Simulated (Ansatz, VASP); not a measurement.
# TlAgTe2 in VASP and in Ansatz

INCAR

```
ALGO = Normal
EDIFF = 1E-8
ENCUT = 520
GGA = CA
ISIF = 2
ISMEAR = -1
LASPH = True
LCHARG = False
LEFG = True
LREAL = False
LWAVE = False
NBANDS = 26
NELM = 60
PREC = Accurate
SIGMA = 0.05
```

KPOINTS

```
k-points
0
Gamma
  13 13 13
```

The input POSCAR:

```
TlAgTe2
1.0
   -1.9665116757      1.9665116757      7.6352825778
    1.9665116757     -1.9665116757      7.6352825778
    1.9665116757      1.9665116757     -7.6352825778
Tl Ag Te
1 1 2
Direct
    0.0000000000      0.0000000000      0.0000000000
    0.7500000000      0.2500000000      0.5000000000
    0.3690000000      0.3690000000      0.0000000000
    0.6310000000      0.6310000000      0.0000000000
```

Input for Ansatz:

```yaml
crystal:
  lattice:
    - [-1.9665116757, 1.9665116757, 7.6352825778]
    - [1.9665116757, -1.9665116757, 7.6352825778]
    - [1.9665116757, 1.9665116757, -7.6352825778]
  atoms:
    - { symbol: Tl, position: [0.0, 0.0, 0.0] }
    - { symbol: Ag, position: [0.75, 0.25, 0.5] }
    - { symbol: Te, position: [0.369, 0.369, 0.0] }
    - { symbol: Te, position: [0.631, 0.631, 0.0] }
kpoints:
  mp_grid: { grid: [13, 13, 13] }
scf:
  occupations: { method: fermi_dirac, width: 0.05 }
hamiltonian:
  xc: lda
  pseudopotentials: { kind: paw }
output:
  forces: true
  stress: true
  eigenvalues: true
  efg: { contact_densities: true }
  write_density: true
  write_potential: true
  elf: true
  volumetric_format: npy
```

Change from the starting cell: volume scaled by 1.01, PAW files.

Alike in both runs: task electric field gradients; functional LDA; k mesh 13 × 13 × 13; occupations fermi-dirac, width 0.05 eV; no spin polarisation.

|  | VASP | Ansatz |
| --- | --- | --- |
| version | VASP 6.6.1 | Ansatz 0.2.0 |
| potentials or method | VASP PAW LDA potentials, release 64 (Tl_d, Ag, Te) | PAW with Ansatz's default frozen-core files, scalar-relativistic |
| plane-wave cutoff (eV) | 520 | 420 |
| valence electrons in the cell | 36 | 64 |

```csv
,VASP,Ansatz,Ansatz less VASP
pressure (GPa),-1.8,-1.8,-0.02
"traceless stress, the component that is largest in VASP (GPa)",1.67,1.64,-0.032
rms of the force components (eV/Å),0.041,0.036,-0.0049
size of Vzz on the site where it differs most (V/Å²),42.3,20.8,-21.46
```

LDA's correlation is that of Perdew and Zunger in VASP and of Perdew and Wang (1992) in Ansatz. Atom by atom the forces differ by 0.005 eV/Å (rms over components). VASP's potentials hold 36 valence electrons a cell and Ansatz's 64, so a difference there can come from the potentials and not from the codes.

Spin-orbit coupling is off throughout.
